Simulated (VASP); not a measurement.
The system is Mg5O.

```
Mg O
1.0
     4.58530    0.00000    0.00000
    -2.29265    3.97099    0.00000
     0.00000    0.00000    5.60163
Mg O
5 1
Cartesian
  2.7714 0.0000 2.8008
  -1.3857 2.4001 2.8008
  0.9070 1.5709 2.8008
  0.0000 0.0000 4.1857
  0.0000 0.0000 1.4159
  0.0000 0.0000 0.0000
```

The cell was built from a structure type or drawn by symmetry, and may not be a known phase.

| Quantity | Value |
| --- | --- |
| Program | VASP 6.6.1 |
| Task | relaxation of cell and atoms |
| Functional | PBE |
| Potentials or basis | VASP PAW PBE potentials, release 64 (Mg, O) |
| Cutoff | 600 eV |
| k mesh | 6 × 6 × 4 |
| Occupations | gaussian, width 0.1 eV |
| Spin | no spin polarisation |

At the start: pressure 72.6 GPa; volume 17.00 Å³/atom.

Q: How do energy, volume and symmetry change on relaxing?

A: Over 38 steps the energy falls by 2450.8 meV/atom and the volume is 32.77 Å³/atom (+92.8 %); space group P-62m (No. 189, to 0.1 Å) before, P6/mmm (No. 191, to 0.1 Å).

The path:
| step | energy change (eV) | largest force (eV/Å) | pressure (GPa) | volume (Å³) |
| --- | --- | --- | --- | --- |
| 1 | 0.0000 | 16.4286 | 72.56 | 102.00 |
| 2 | -3.0851 | 8.4967 | 3.92 | 254.11 |
| 3 | -3.6494 | 8.0718 | 4.87 | 240.34 |
| 4 | -4.0223 | 7.8570 | 5.64 | 230.13 |
| 5 | -5.2665 | 8.4930 | 11.57 | 178.44 |
| 6 | -9.1372 | 1.8980 | -4.78 | 272.89 |
| 7 | -9.3664 | 2.5180 | -2.94 | 247.78 |
| 8 | -11.2736 | 3.2938 | -2.62 | 224.61 |
| 9 | -9.9291 | 13.1623 | 20.73 | 155.51 |
| 10 | -11.6953 | 4.2300 | -1.40 | 210.64 |
| 11 | -13.7319 | 3.5929 | 1.64 | 183.03 |
| 12 | -13.6255 | 0.8096 | 6.60 | 169.26 |
| 13 | -13.8602 | 2.6485 | 3.39 | 176.77 |
| 14 | -13.8534 | 2.2431 | 4.02 | 174.99 |
| 15 | -13.0191 | 7.6467 | 7.34 | 185.52 |
| 16 | -14.0886 | 0.6178 | 4.25 | 178.64 |
| 17 | -14.5395 | 0.6049 | -1.27 | 205.25 |
| 18 | -14.5437 | 0.5039 | -0.82 | 202.35 |
| 19 | -14.6091 | 0.2780 | -0.45 | 200.51 |
| 20 | -14.6537 | 0.5735 | 0.39 | 197.27 |
| 21 | -14.6755 | 0.1375 | 0.05 | 197.49 |
| 22 | -14.6757 | 0.1412 | 0.07 | 197.47 |
| 23 | -14.6796 | 0.1358 | -0.01 | 197.78 |
| 24 | -14.6874 | 0.1186 | -0.26 | 198.69 |
| 25 | -14.6866 | 0.2941 | -0.69 | 200.50 |
| 26 | -14.6896 | 0.1698 | -0.47 | 199.54 |
| 27 | -14.6922 | 0.1210 | -0.39 | 199.15 |
| 28 | -14.6962 | 0.0782 | -0.15 | 197.96 |
| 29 | -14.6963 | 0.0741 | -0.09 | 197.69 |
| 30 | -14.6980 | 0.0680 | -0.05 | 197.22 |
| 31 | -14.7001 | 0.0563 | 0.01 | 196.36 |
| 32 | -14.7000 | 0.1659 | 0.16 | 194.63 |
| 33 | -14.7007 | 0.0957 | 0.07 | 195.52 |
| 34 | -14.7016 | 0.0749 | 0.09 | 195.58 |
| 35 | -14.7035 | 0.0220 | 0.11 | 195.75 |
| 36 | -14.7037 | 0.1256 | 0.17 | 196.08 |
| 37 | -14.7042 | 0.0653 | 0.14 | 195.93 |
| 38 | -14.7046 | 0.0234 | -0.01 | 196.62 |

Final structure:
```
Mg O
1.0
     5.83764    0.00000    0.00000
    -2.91882    5.05554    0.00000
     0.00000    0.00000    6.66237
Mg O
5 1
Direct
  0.49966 0.00000 0.50000
  0.00000 0.49966 0.50000
  0.50034 0.50034 0.50000
  0.00000 0.00000 0.72822
  0.00000 0.00000 0.27178
  0.00000 0.00000 0.00000
```

Caveat: the volume moved by over 15 % at a fixed basis, so the end points are rough.
